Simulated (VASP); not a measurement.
# VN2 (I4/mcm) in VASP: notebook

Runs on VN2. Level: PBE. Tasks: single point.

Everything below comes from runs of VASP 6.6.1. Logs are shortened: lines on timing, memory, paths and dates and some standing lists are left out, and cuts for length are marked.

### 1 The cell of the first run

Symmetry: I4/mcm, No. 140, tetragonal system. Conventional cell: a = 4.226 Å, b = 4.226 Å, c = 4.851 Å, α = 90.00°, β = 90.00°, γ = 90.00°. Within 3.0 Å of V (site symmetry 422) lie 16 N at 2.09 to 2.91 Å and 6 V at 2.43 to 2.99 Å. N (site symmetry m2m) has 1 N at 1.37 Å within 1.8 Å.

### 2 Single point, PBE (7.22 Å³/atom)

Input file INCAR:

```
SYSTEM = VN2
  ALGO = Normal
  EDIFF = 1E-6
  ENCUT = 520
  GGA = PE
  ISIF = 2
  ISMEAR = 0
  LASPH = .TRUE.
  LCHARG = .FALSE.
  LREAL = .FALSE.
  LWAVE = .FALSE.
  NBANDS = 32
  NELM = 80
  PREC = Accurate
  SIGMA = 0.1
```

Input file KPOINTS:

```
k-points
0
G
  12 12 12
  0 0 0
```

Input file POSCAR:

```
VN2
1.0
   -2.1127920460      2.1127920460      2.4256991001
    2.1127920460     -2.1127920460      2.4256991001
    2.1127920460      2.1127920460     -2.4256991001
V N
2 4
Direct
    0.2500000000      0.2500000000      0.0000000000
    0.7500000000      0.7500000000      0.0000000000
    0.1150134422      0.6150134422      0.7300268843
    0.6150134422      0.8849865578      0.5000000000
    0.8849865578      0.3849865578      0.2699731157
    0.3849865578      0.1150134422      0.5000000000
```

Potentials or basis: VASP PAW PBE potentials, release 64 (V_sv, N).

Command:

```bash
> cat potpaw_PBE.64/V_sv/POTCAR potpaw_PBE.64/N/POTCAR > POTCAR
> mpirun -np 1 vasp_std > vasp.out
```

OUTCAR:

```text
SYSTEM = VN2
   EDIFF = 1E-6
   ENCUT = 520
   GGA = PE
   ISIF = 2
   ISMEAR = 0
   LASPH = .TRUE.
   LREAL = .FALSE.
   NELM = 80
   PREC = Accurate

 ion  position               nearest neighbor table
   1  0.250  0.250  0.000-   5 2.09   3 2.09   6 2.09   6 2.09   4 2.09   4 2.09   3 2.09   5 2.09
                             2 2.43   2 2.43
   2  0.750  0.750  0.000-   5 2.09   3 2.09   4 2.09   4 2.09   6 2.09   6 2.09   5 2.09   3 2.09
                             1 2.43   1 2.43
   3  0.115  0.615  0.730-   5 1.37   1 2.09   2 2.09   2 2.09   1 2.09
   4  0.615  0.885  0.500-   6 1.37   2 2.09   1 2.09   2 2.09   1 2.09
   5  0.885  0.385  0.270-   3 1.37   2 2.09   1 2.09   2 2.09   1 2.09
   6  0.385  0.115  0.500-   4 1.37   1 2.09   2 2.09   1 2.09   2 2.09

  LATTYP: Found a body centered tetragonal cell.
 ALAT       =     4.2255840920
 C/A-ratio  =     1.1481012079

  Lattice vectors:

 A1 = (  -2.1127920460,   2.1127920460,   2.4256991001)
 A2 = (   2.1127920460,  -2.1127920460,   2.4256991001)
 A3 = (   2.1127920460,   2.1127920460,  -2.4256991001)

Analysis of symmetry for initial positions (statically):
=====================================================================
 Subroutine PRICEL returns:
 Original cell was already a primitive cell.

 Routine SETGRP: Setting up the symmetry group for a
 body centered tetragonal supercell.

 Subroutine GETGRP returns: Found 16 space group operations
 (whereof  8 operations were pure point group operations)
 out of a pool of 16 trial point group operations.

The static configuration has the point symmetry C_4h.
 The point group associated with its full space group is D_4h.

Analysis of symmetry for dynamics (positions and initial velocities):
=====================================================================
 Subroutine PRICEL returns:
 Original cell was already a primitive cell.

 Routine SETGRP: Setting up the symmetry group for a
 body centered tetragonal supercell.

 Subroutine GETGRP returns: Found 16 space group operations
 (whereof  8 operations were pure point group operations)
 out of a pool of 16 trial point group operations.

The dynamic configuration has the point symmetry C_4h.
 The point group associated with its full space group is D_4h.

 Subroutine INISYM returns: Found 16 space group operations
 (whereof  8 operations are pure point group operations),
 and found     1 'primitive' translations

----------------------------------------------------------------------------------------

                                     Primitive cell

  volume of cell :      43.3122
[... 97 lines left out ...]
   EDIFF  = 0.1E-05   stopping-criterion for ELM
   LREAL  =      F    real-space projection
   EDIFFG = 0.1E-04   stopping-criterion for IOM
   NSW    =      0    number of steps for IOM
   IBRION =     -1    ionic relax: 0-MD 1-quasi-New 2-CG
   NFREE  =      0    steps in history (QN), initial steepest desc. (CG)
   ISIF   =      2    stress and relaxation
   ISYM   =      2    0-nonsym 1-usesym 2-fastsym
   POTIM  = 0.5000    time-step for ionic-motion
   TEBEG  =    0.0;   TEEND  =   0.0 temperature during run
   PSTRESS=    0.0 pullay stress
   NELECT =      46.0000    total number of electrons
   NUPDOWN=      -1.0000    fix difference up-down
   EMIN   =  10.00;   EMAX   =-10.00  energy-range for DOS
   EFERMI =   0.00;   METHOD = LEGACY
   ISMEAR =     0;   SIGMA  =   0.10  broadening in eV -4-tet -1-fermi 0-gaus
   EFERMI_NEDOS =   21; number of points for ismear=-14 and -15
   IALGO  =     38    algorithm
   IMIX   =      4    mixing-type and parameters
     AMIX     =   0.40;   BMIX     =  1.00
     AMIX_MAG =   1.60;   BMIX_MAG =  1.00
  volume/ion in A,a.u.               =       7.22        48.71
  Fermi-wavevector in a.u.,A,eV,Ry     =   1.670285  3.156381 37.958250  2.789853
  Thomas-Fermi vector in A             =   2.755810
   LORBIT       =      0    0 simple, 1 ext, 2 COOP (PROOUT), +10 PAW based schemes
   GGA     = PE    functional components
   LHFCALC =     F    Hartree Fock is set to
   AEXX    =    0.0000 exact exchange contribution
   IVDW    =     0    specifies the selected vdW correction
   LEPSILON=     F    determine dielectric tensor
   LRPA    =     F    only Hartree local field effects (RPA)
 non-spin polarized calculation
 Gauss-broadening in eV      SIGMA  =   0.10
  energy-cutoff  :      520.00
  volume of cell :       43.31
 maximum number of plane-waves:      1189
 NGX is ok and might be reduce to    30
   NGX = 15   NGY = 15   NGZ = 15

 number of electron      45.9999993 magnetization

 Free energy of the ion-electron system (eV)
  ---------------------------------------------------
  ext. energy  EPLUGINS =         0.00000000
  ---------------------------------------------------
  free energy    TOTEN  =       -53.15734133 eV

  energy without entropy =      -53.14638104  energy(sigma->0) =      -53.15186118

 E-fermi :  12.4863     XC(G=0): -14.0324

 val. band max:       12.4846643177   @ k =  -0.2500  -0.4167   0.1667
 cond. band min:      12.4870231728   @ k =   0.5000   0.5000   0.5000
 fundamental gap:      0.0023588551
 Fermi energy:        12.4862837865

 k-point     1 :       0.0000    0.0000    0.0000
  band No.  band energies     occupation
      1     -53.1720      2.00000
      2     -52.9563      2.00000
      3     -27.3714      2.00000
      4     -27.0248      2.00000
      5     -27.0248      2.00000
      6     -27.0219      2.00000
[... 829 lines left out ...]
     31      15.7063      0.00000
     32      16.4675      0.00000

 [... further k-points ...]
[... 5 lines left out ...]
  --------------------------------------------------------------------------------------
  -------------------------------------------------------------------------------------
  Total        6.2211620      6.2211620      6.1758703      0.0000000      0.0000000     -0.0000000
  in kB      230.1291669    230.1291669    228.4537690      0.0000000      0.0000000     -0.0000000
  external PRESSURE =     229.5707009 kB  Pullay stress =       0.0000000 kB

 VOLUME and BASIS-vectors are now :
 -----------------------------------------------------------------------------
  energy-cutoff  :      520.00
  volume of cell :       43.31
      direct lattice vectors                 reciprocal lattice vectors
    -2.112792046  2.112792046  2.425699100     0.000000000  0.236653674  0.206126143
     2.112792046 -2.112792046  2.425699100     0.236653674  0.000000000  0.206126143
     2.112792046  2.112792046 -2.425699100     0.236653674  0.236653674  0.000000000

 POSITION                                       TOTAL-FORCE (eV/Angst)
 -----------------------------------------------------------------------------------
      0.00000      0.00000      1.21285         0.000000     -0.000000     -0.000000
      0.00000      0.00000      3.63855         0.000000     -0.000000     -0.000000
      2.59879      0.48600      0.00000         0.027920      0.027920     -0.000000
      1.62679      0.48600      2.42570        -0.027920      0.027920     -0.000000
     -0.48600      1.62679      2.42570        -0.027920     -0.027920      0.000000
      0.48600      1.62679      0.00000         0.027920     -0.027920      0.000000
 -----------------------------------------------------------------------------------
    total drift:                                0.000000     -0.000000      0.000000

  FREE ENERGIE OF THE ION-ELECTRON SYSTEM (eV)
  ---------------------------------------------------
  free  energy   TOTEN  =       -53.1573413302 eV

  energy  without entropy=      -53.1463810396  energy(sigma->0) =      -53.15186118
```

OSZICAR:

```text
N       E                     dE             d eps       ncg     rms          rms(c)
DAV:   1     0.581782032464E+03    0.58178E+03   -0.26390E+04 10448   0.165E+03
DAV:   2    -0.221376050010E+02   -0.60392E+03   -0.56043E+03 11624   0.520E+02
DAV:   3    -0.641909058307E+02   -0.42053E+02   -0.41012E+02 11456   0.146E+02
DAV:   4    -0.651295708174E+02   -0.93866E+00   -0.93259E+00 13456   0.204E+01
DAV:   5    -0.651448987369E+02   -0.15328E-01   -0.15321E-01 11696   0.239E+00    0.465E+01
DAV:   6    -0.589873446674E+02    0.61576E+01   -0.74434E+01 12472   0.768E+01    0.236E+01
DAV:   7    -0.540939713575E+02    0.48934E+01   -0.32334E+01 11472   0.623E+01    0.195E+01
DAV:   8    -0.531468230551E+02    0.94715E+00   -0.31038E+00 10920   0.176E+01    0.350E+00
DAV:   9    -0.531639013149E+02   -0.17078E-01   -0.20664E-01 12808   0.319E+00    0.101E+00
DAV:  10    -0.531576183033E+02    0.62830E-02   -0.19844E-02 10704   0.146E+00    0.393E-01
DAV:  11    -0.531575115562E+02    0.10675E-03   -0.16730E-03 12240   0.285E-01    0.224E-01
DAV:  12    -0.531574113681E+02    0.10019E-03   -0.87612E-04 11680   0.326E-01    0.847E-02
DAV:  13    -0.531573427306E+02    0.68637E-04   -0.15357E-04 10952   0.146E-01    0.121E-02
DAV:  14    -0.531573418184E+02    0.91213E-06   -0.12330E-05  9712   0.255E-02    0.572E-03
DAV:  15    -0.531573413302E+02    0.48822E-06   -0.14317E-06  5888   0.108E-02
   1 F= -.53157341E+02 E0= -.53151861E+02  d E =-.109603E-01
```

Run time: 2.4 min. Hardware: 1 thread of Intel Xeon Platinum 8488C (Sapphire Rapids), shared host; peak memory 0.29 GiB.

Results:

```yaml
Free_energy: -53.1573 eV
Pressure: 23.0 GPa
Largest_force: 0.039 eV/Å
Band_gap_on_the_k_mesh: zero (bands 23 and 24 overlap by 0.42 eV)
```

Forces on the atoms (eV/Å):
```
V    0.000  0.000  0.000
V    0.000  0.000  0.000
N    0.028  0.028  0.000
N   -0.028  0.028  0.000
N   -0.028 -0.028  0.000
N    0.028 -0.028  0.000
```

Stress tensor (GPa, compression positive):
```
23.01  0.00  0.00
 0.00 23.01  0.00
 0.00  0.00 22.85
```

Caveat: the cell stands under pressure; the run has no spin polarisation, though such a crystal can be magnetic. With open d or f shells a metallic result of PBE can be an artefact of self-interaction; +U or a hybrid may open a gap.

[end of part 1 of 3]
